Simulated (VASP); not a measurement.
## H3C5: relaxation of the atoms with PBE

H3C5, a slab with vacuum:

```
H C
1.0
     5.04874    0.00000    0.00000
     0.00000    5.04874    0.00000
     0.00000    0.00000   17.13556
H C
12 20
Direct
  0.42779 0.00000 0.05836
  0.07221 0.00000 0.05836
  0.92779 0.00000 0.05836
  0.57221 0.00000 0.05836
  0.42779 0.50000 0.05836
  0.07221 0.50000 0.05836
  0.92779 0.50000 0.05836
  0.57221 0.50000 0.05836
  0.75000 0.02088 0.35806
  0.25000 0.47912 0.35806
  0.75000 0.47912 0.35806
  0.91667 0.65971 0.33997
  0.25000 0.00000 0.09540
  0.75000 0.00000 0.09540
  0.25000 0.50000 0.09540
  0.75000 0.50000 0.09540
  0.25000 0.25000 0.14748
  0.75000 0.25000 0.14748
  0.25000 0.75000 0.14748
  0.75000 0.75000 0.14748
  0.00000 0.25000 0.19957
  0.50000 0.25000 0.19957
  0.00000 0.75000 0.19957
  0.50000 0.75000 0.19957
  0.00000 0.00000 0.25165
  0.50000 0.00000 0.25165
  0.00000 0.50000 0.25165
  0.50000 0.50000 0.25165
  0.25000 0.09691 0.29790
  0.75000 0.09691 0.29790
  0.25000 0.40309 0.29790
  0.75000 0.40309 0.29790
```

```json
{"Program": "VASP 6.6.1", "Task": "relaxation of the atoms", "Functional": "PBE", "Potentials or basis": "VASP PAW PBE potentials, release 64 (H, C)", "Cutoff": "520 eV", "k mesh": "3 × 3 × 1", "Occupations": "gaussian, width 0.02 eV", "Spin": "no spin polarisation", "Dipole correction": "no", "Atoms held fixed (from 0)": "[0, 1, 2, 3, 4, 5, 6, 7, 12, 13, 14, 15, 16, 17, 18, 19]", "Further INCAR settings": "LREAL = Auto; ALGO = Normal; EDIFF = 1e-06; IBRION = 2; EDIFFG = -0.03; NSW = 80"}
```

* Energy gained by relaxing: 233.8 meV/atom
* Ionic steps: 52
* Band gap on the k mesh: 1.85 eV (least direct gap 1.88 eV)

Step by step:
```tsv
step	energy change (eV)	largest force on free atoms (eV/Å)	pressure (GPa)
1	0.0000	4.4769	8.50
3	-1.2647	1.4601	8.68
5	-1.4011	1.4717	8.27
7	-1.6951	2.8936	7.42
9	-1.8971	2.8030	7.14
11	-2.2184	4.3554	6.11
13	-2.5292	3.1939	6.13
15	-3.4182	2.4381	5.42
17	-3.9823	3.3375	4.79
19	-4.8926	4.3920	4.49
21	-5.8576	3.3721	5.18
23	-6.3509	2.4753	5.49
25	-6.8668	1.7960	6.02
27	-7.1884	1.3237	6.74
29	-7.3221	0.8316	6.92
31	-7.3985	0.5513	7.06
33	-7.4421	0.3480	7.22
35	-7.4593	0.2893	7.34
37	-7.4696	0.1876	7.37
39	-7.4763	0.2290	7.35
41	-7.4792	0.1543	7.31
43	-7.4803	0.1037	7.30
45	-7.4810	0.0736	7.27
47	-7.4816	0.0478	7.26
49	-7.4818	0.0400	7.25
51	-7.4819	0.0304	7.25
52	-7.4819	0.0282	7.25
```

Final structure:
```
H C
1.0
     5.04874    0.00000    0.00000
     0.00000    5.04874    0.00000
     0.00000    0.00000   17.13556
H C
12 20
Direct
  0.42779 0.00000 0.05836
  0.07221 0.00000 0.05836
  0.92779 0.00000 0.05836
  0.57221 0.00000 0.05836
  0.42779 0.50000 0.05836
  0.07221 0.50000 0.05836
  0.92779 0.50000 0.05836
  0.57221 0.50000 0.05836
  0.74962 0.00266 0.35944
  0.25012 0.49620 0.35941
  0.75000 0.49538 0.35958
  0.24990 0.00253 0.35938
  0.25000 0.00000 0.09540
  0.75000 0.00000 0.09540
  0.25000 0.50000 0.09540
  0.75000 0.50000 0.09540
  0.25000 0.25000 0.14748
  0.75000 0.25000 0.14748
  0.25000 0.75000 0.14748
  0.75000 0.75000 0.14748
  0.99993 0.24976 0.19593
  0.49999 0.24975 0.19593
  0.99993 0.74976 0.20376
  0.50005 0.74975 0.20376
  0.99992 0.01612 0.25273
  0.49993 0.01610 0.25271
  0.99991 0.48315 0.25277
  0.50000 0.48319 0.25277
  0.24992 0.08761 0.30021
  0.74991 0.08754 0.30026
  0.24997 0.41147 0.30022
  0.74993 0.41134 0.30027
```

Levels at points of the mesh, in eV from the valence-band top:
```
           k point  band 44  band 45  band 46  band 47  band 48  band 49
(0.00, 0.00, 0.00)    -2.37    -0.52    -0.03     1.85     2.10     3.37
```

Run time: 2.5 h on 1 thread of Oxide Virtual Turin-like Processor, on a shared host, peak memory 0.53 GiB.

Caveat: there is no dipole correction, which matters where the two faces differ.
